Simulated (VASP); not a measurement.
# W (I4/mmm) in VASP: single point with r2SCAN

Aim: the single point of W with r2SCAN.

Program: VASP 6.6.1. These are calculated values, not measurements. Logs are shortened: lines on timing, memory, paths and dates and some standing lists are left out, and cuts for length are marked.

## Step 1: The cell of the first run

Symmetry: I4/mmm, No. 139, tetragonal system. Conventional cell: a = 2.957 Å, b = 2.957 Å, c = 3.938 Å, α = 90.00°, β = 90.00°, γ = 90.00°. Within 4.0 Å of W (site symmetry 4/mmm) lie 14 W at 2.87 to 3.94 Å.

## Step 2: Single point, r2SCAN (strain +0.030 along x and y, -0.030 along z)

Input file POSCAR:

```
W
1.0
    0.0000000000      2.0909000000      1.9691000000
    2.0909000000      0.0000000000      1.9691000000
    2.0909000000      2.0909000000      0.0000000000
W
1
Direct
    0.0000000000      0.0000000000      0.0000000000
```

Input file INCAR.step1:

```
ALGO = Normal
EDIFF = 1E-4
ENCUT = 520
GGA = PE
ISMEAR = 0
LASPH = T
LCHARG = F
LREAL = F
LWAVE = T
NBANDS = 13
NELM = 60
PREC = Accurate
SIGMA = 0.15
```

Input file INCAR.step2:

```
ALGO = Normal
EDIFF = 1E-6
ENCUT = 520
ISIF = 2
ISMEAR = 0
ISTART = 1
LASPH = T
LCHARG = F
LMIXTAU = T
LREAL = F
LWAVE = F
METAGGA = R2SCAN
NBANDS = 13
NELM = 60
PREC = Accurate
SIGMA = 0.15
```

Input file KPOINTS:

```
k-points
0
Gamma
  20 20 20
```

Potentials or basis: VASP PAW PBE potentials, release 64 (W_sv).

Command:

```console
$ cat potpaw_PBE.64/W_sv/POTCAR > POTCAR
$ cp INCAR.step1 INCAR
$ mpirun -np 1 vasp_std > vasp.out
$ cp INCAR.step2 INCAR
$ mpirun -np 1 vasp_std > vasp.out
```

OUTCAR:

```text
EDIFF = 1E-6
   ENCUT = 520
   ISIF = 2
   ISMEAR = 0
   ISTART = 1
   LASPH = T
   LREAL = F
   METAGGA = R2SCAN
   NELM = 60
   PREC = Accurate

 ion  position               nearest neighbor table
   1  0.000  0.000  0.000-

  LATTYP: Found a body centered tetragonal cell.
 ALAT       =     2.9569791376
 C/A-ratio  =     1.3318321898

  Lattice vectors:

 A1 = (   0.0000000000,  -2.0909000000,  -1.9691000000)
 A2 = (   0.0000000000,   2.0909000000,  -1.9691000000)
 A3 = (   2.0909000000,   0.0000000000,   1.9691000000)

Analysis of symmetry for initial positions (statically):
=====================================================================
 Subroutine PRICEL returns:
 Original cell was already a primitive cell.

 Routine SETGRP: Setting up the symmetry group for a
 body centered tetragonal supercell.

 Subroutine GETGRP returns: Found 16 space group operations
 (whereof 16 operations were pure point group operations)
 out of a pool of 16 trial point group operations.

The static configuration has the point symmetry D_4h.

Analysis of symmetry for dynamics (positions and initial velocities):
=====================================================================
 Subroutine PRICEL returns:
 Original cell was already a primitive cell.

 Routine SETGRP: Setting up the symmetry group for a
 body centered tetragonal supercell.

 Subroutine GETGRP returns: Found 16 space group operations
 (whereof 16 operations were pure point group operations)
 out of a pool of 16 trial point group operations.

The dynamic configuration has the point symmetry D_4h.

 Subroutine INISYM returns: Found 16 space group operations
 (whereof 16 operations are pure point group operations),
 and found     1 'primitive' translations

----------------------------------------------------------------------------------------

                                     Primitive cell

  volume of cell :      17.2173

  direct lattice vectors                    reciprocal lattice vectors
     0.000000000  2.090900000  1.969100000    -0.239131474  0.239131474  0.253923112
     2.090900000  0.000000000  1.969100000     0.239131474 -0.239131474  0.253923112
     2.090900000  2.090900000  0.000000000     0.239131474  0.239131474 -0.253923112

  length of vectors
     2.872145125  2.872145125  2.956979138     0.422900309  0.422900309  0.422900309

  position of ions in fractional coordinates (direct lattice)
     0.000000000  0.000000000  0.000000000

  ion indices of the primitive-cell ions
   primitive index   ion index
                 1           1

----------------------------------------------------------------------------------------

 KPOINTS: k-points

Automatic generation of k-mesh.
 Grid dimensions read from file:
 generate k-points for:   20   20   20

 Generating k-lattice:

  Cartesian coordinates                     Fractional coordinates (reciprocal lattice)
    -0.011956574  0.011956574  0.012696156     0.050000000  0.000000000  0.000000000
     0.011956574 -0.011956574  0.012696156     0.000000000  0.050000000  0.000000000
     0.011956574  0.011956574 -0.012696156     0.000000000  0.000000000  0.050000000

  Length of vectors
     0.021145015  0.021145015  0.021145015

  Shift w.r.t. Gamma in fractional coordinates (k-lattice)
     0.000000000  0.000000000  0.000000000

 Subroutine IBZKPT returns following result:
 ===========================================

 Found    641 irreducible k-points:

 Following reciprocal coordinates:
            Coordinates               Weight
  0.000000  0.000000  0.000000      1.000000
  0.050000  0.000000  0.000000      8.000000
  0.100000  0.000000  0.000000      8.000000
  0.150000  0.000000  0.000000      8.000000
  0.200000  0.000000  0.000000      8.000000
  0.250000  0.000000  0.000000      8.000000
[... 16 lines left out ...]
 -0.400000  0.050000  0.000000      8.000000
 -0.350000  0.050000  0.000000      8.000000
 [... further k-points ...]
   k-points           NKPTS =    641   k-points in BZ     NKDIM =    641   number of bands    NBANDS=     13
   number of dos      NEDOS =    301   number of ions     NIONS =      1
   total plane-waves  NPLWV =  13824
   dimension x,y,z NGX =    24 NGY =   24 NGZ =   24
   dimension x,y,z NGXF=    48 NGYF=   48 NGZF=   48
   ions per type =               1
   NGX,Y,Z   is equivalent  to a cutoff of  13.89, 13.89, 13.49 a.u.
   NGXF,Y,Z  is equivalent  to a cutoff of  27.78, 27.78, 26.99 a.u.
 SYSTEM =  unknown system
   PREC   = accura    normal or accurate (medium, high low for compatibility)
   ISTART =      1    job   : 0-new  1-cont  2-samecut
   ICHARG =      0    charge: 1-file 2-atom 10-const
   ISPIN  =      1    spin polarized calculation?
   LNONCOLLINEAR =      F non collinear calculations
   LSORBIT =      F    spin-orbit coupling
   LASPH  =      T    aspherical Exc in radial PAW
   ENCUT  =  520.0 eV  38.22 Ry    6.18 a.u.   5.34  5.34  5.50*2*pi/ulx,y,z
   NELM   =     60;   NELMIN=  2; NELMDL=  0     # of ELM steps
   EDIFF  = 0.1E-05   stopping-criterion for ELM
   LREAL  =      F    real-space projection
   EDIFFG = 0.1E-04   stopping-criterion for IOM
   NSW    =      0    number of steps for IOM
   IBRION =     -1    ionic relax: 0-MD 1-quasi-New 2-CG
   NFREE  =      0    steps in history (QN), initial steepest desc. (CG)
   ISIF   =      2    stress and relaxation
   ISYM   =      2    0-nonsym 1-usesym 2-fastsym
   POTIM  = 0.5000    time-step for ionic-motion
   TEBEG  =    0.0;   TEEND  =   0.0 temperature during run
   PSTRESS=    0.0 pullay stress
   NELECT =      14.0000    total number of electrons
   NUPDOWN=      -1.0000    fix difference up-down
   EMIN   =  10.00;   EMAX   =-10.00  energy-range for DOS
   EFERMI =   0.00;   METHOD = LEGACY
   ISMEAR =     0;   SIGMA  =   0.15  broadening in eV -4-tet -1-fermi 0-gaus
   EFERMI_NEDOS =   21; number of points for ismear=-14 and -15
   IALGO  =     38    algorithm
   IMIX   =      4    mixing-type and parameters
     AMIX     =   0.40;   BMIX     =  1.00
     AMIX_MAG =   1.60;   BMIX_MAG =  1.00
  volume/ion in A,a.u.               =      17.22       116.19
  Fermi-wavevector in a.u.,A,eV,Ry     =   1.528021  2.887542 31.767551  2.334849
  Thomas-Fermi vector in A             =   2.635837
   LORBIT       =      0    0 simple, 1 ext, 2 COOP (PROOUT), +10 PAW based schemes
   METAGGA = R2SCAN    functional components
   LHFCALC =     F    Hartree Fock is set to
   AEXX    =    0.0000 exact exchange contribution
   IVDW    =     0    specifies the selected vdW correction
   LEPSILON=     F    determine dielectric tensor
   LRPA    =     F    only Hartree local field effects (RPA)
 non-spin polarized calculation
 Gauss-broadening in eV      SIGMA  =   0.15
  energy-cutoff  :      520.00
  volume of cell :       17.22
 maximum number of plane-waves:       487
 NGX is ok and might be reduce to    24
   NGX = 11   NGY = 11   NGZ = 11

 number of electron      14.0000001 magnetization

 Free energy of the ion-electron system (eV)
  ---------------------------------------------------
  ext. energy  EPLUGINS =         0.00000000
  ---------------------------------------------------
  free energy    TOTEN  =       -50.80524666 eV

  energy without entropy =      -50.79360664  energy(sigma->0) =      -50.79942665

 E-fermi :   9.8231     XC(G=0): -14.4265

 val. band max:        9.8228498312   @ k =  -0.1500   0.4500   0.3500
 cond. band min:       9.8242535598   @ k =  -0.4500   0.1500   0.1000
 fundamental gap:      0.0014037286
 Fermi energy:         9.8230796455

 k-point     1 :       0.0000    0.0000    0.0000
  band No.  band energies     occupation
      1     -66.0318      2.00000
      2     -29.0353      2.00000
      3     -29.0353      2.00000
      4     -29.0001      2.00000
      5       0.4716      2.00000
      6       8.9028      2.00000
      7       8.9028      2.00000
      8       9.7710      1.37657
      9      11.7142      0.00000
     10      12.8737      0.00000
     11      23.0589      0.00000
     12      27.7503      0.00000
     13      27.7503      0.00000

 k-point     2 :       0.0500    0.0000    0.0000
  band No.  band energies     occupation
      1     -66.0294      2.00000
      2     -29.0562      2.00000
      3     -29.0399      2.00000
      4     -29.0088      2.00000
      5       0.5807      2.00000
      6       8.8702      2.00000
      7       8.9525      2.00000
      8       9.7662      1.40806
      9      11.6816      0.00000
     10      12.8168      0.00000
     11      23.2785      0.00000
     12      27.5148      0.00000
     13      27.9451      0.00000

 k-point     3 :       0.1000    0.0000    0.0000
  band No.  band energies     occupation
      1     -66.0225      2.00000
      2     -29.1299      2.00000
      3     -29.0531      2.00000
      4     -29.0202      2.00000
      5       0.8993      2.00000
      6       8.7388      2.00000
      7       9.0815      2.00000
      8       9.8021      1.15712
      9      11.6137      0.00000
     10      12.6715      0.00000
     11      23.8842      0.00000
     12      26.7205      0.00000
     13      28.5147      0.00000

 k-point     4 :       0.1500    0.0000    0.0000
  band No.  band energies     occupation
      1     -66.0118      2.00000
      2     -29.2490      2.00000
      3     -29.0736      2.00000
      4     -29.0322      2.00000
      5       1.4001      2.00000
      6       8.5016      2.00000
      7       9.2247      2.00000
      8       9.9185      0.36846
      9      11.6007      0.00000
     10      12.5102      0.00000
     11      24.6007      0.00000
     12      25.8325      0.00000
     13      29.4192      0.00000

 k-point     5 :       0.2000    0.0000    0.0000
  band No.  band energies     occupation
      1     -65.9983      2.00000
      2     -29.3977      2.00000
      3     -29.0994      2.00000
      4     -29.0461      2.00000
      5       2.0321      2.00000
      6       8.2476      2.00000
      7       9.2831      2.00000
      8      10.0448      0.03659
      9      11.7684      0.00000
     10      12.4436      0.00000
     11      24.2065      0.00000
     12      26.1295      0.00000
     13      30.6038      0.00000
[... 257 lines left out ...]
 k-point    22 :      -0.4500    0.0500    0.0000
  band No.  band energies     occupation
      1     -65.9345      2.00000
      2     -30.0436      2.00000
      3     -29.2187      2.00000
      4     -29.1304      2.00000
      5       4.1521      2.00000
      6       8.6465      2.00000
      7       9.2361      2.00000
      8       9.9515      0.22588
      9      14.6047      0.00000
     10      14.6089      0.00000
     11      19.9240      0.00000
     12      22.9358      0.00000
     13      28.7393      0.00000

 k-point    23 :      -0.4000    0.0500    0.0000
  band No.  band energies     occupation
      1     -65.9403      2.00000
      2     -29.9855      2.00000
      3     -29.2040      2.00000
      4     -29.1295      2.00000
      5       4.0915      2.00000
      6       8.7265      2.00000
      7       9.0849      2.00000
      8       9.6930      1.77994
      9      14.0590      0.00000
     10      14.4104      0.00000
     11      20.6061      0.00000
     12      23.4172      0.00000
     13      29.6033      0.00000

 k-point    24 :      -0.3500    0.0500    0.0000
  band No.  band energies     occupation
      1     -65.9501      2.00000
      2     -29.8863      2.00000
      3     -29.1824      2.00000
      4     -29.1235      2.00000
      5       3.9182      2.00000
      6       8.6255      2.00000
      7       8.8720      2.00000
      8       9.6669      1.85901
      9      13.3404      0.00000
     10      14.0319      0.00000
     11      21.5068      0.00000
     12      24.3625      0.00000
     13      30.4320      0.00000

 [... further k-points ...]

------------------------ aborting loop because EDIFF is reached ----------------------------------------

  FORCE on cell =-STRESS in cart. coord.  units (eV):
  Direction    XX          YY          ZZ          XY          YZ          ZX
  --------------------------------------------------------------------------------------
  -------------------------------------------------------------------------------------
  Total       -0.9266671     -0.9266671     -3.0995427      0.0000000     -0.0000000     -0.0000000
  in kB      -86.2323101    -86.2323101   -288.4323174      0.0000000     -0.0000000     -0.0000000
  external PRESSURE =    -153.6323125 kB  Pullay stress =       0.0000000 kB

 VOLUME and BASIS-vectors are now :
 -----------------------------------------------------------------------------
  energy-cutoff  :      520.00
  volume of cell :       17.22
      direct lattice vectors                 reciprocal lattice vectors
     0.000000000  2.090900000  1.969100000    -0.239131474  0.239131474  0.253923112
     2.090900000  0.000000000  1.969100000     0.239131474 -0.239131474  0.253923112
     2.090900000  2.090900000  0.000000000     0.239131474  0.239131474 -0.253923112

 POSITION                                       TOTAL-FORCE (eV/Angst)
 -----------------------------------------------------------------------------------
      0.00000      0.00000      0.00000         0.000000      0.000000      0.000000
 -----------------------------------------------------------------------------------
    total drift:                                0.000000      0.000000      0.000000

  FREE ENERGIE OF THE ION-ELECTRON SYSTEM (eV)
  ---------------------------------------------------
  free  energy   TOTEN  =       -50.8052466649 eV

  energy  without entropy=      -50.7936066351  energy(sigma->0) =      -50.79942665
```

Run time: 4 min. Hardware: 1 thread of Intel Xeon Platinum 8375C at 2.90GHz (Ice Lake), shared host; peak memory 0.26 GiB.

Results:

| Quantity | Value |
| --- | --- |
| Free energy | -50.8052 eV |
| Pressure | -15.4 GPa |
| Band gap on the k mesh | zero (bands 7 and 8 overlap by 4.05 eV) |

Stress tensor (GPa, compression positive):
```
 -8.62   0.00   0.00
  0.00  -8.62   0.00
  0.00   0.00 -28.84
```

Caveat: the cell differs from its parent crystal (strain +0.030 along x and y, -0.030 along z); the stress differs along the axes, from -29 to -9 GPa; the PAW data sets were made with another functional, which shifts forces and pressure a little; spin-orbit coupling is left out, which moves the levels of the heavy elements.
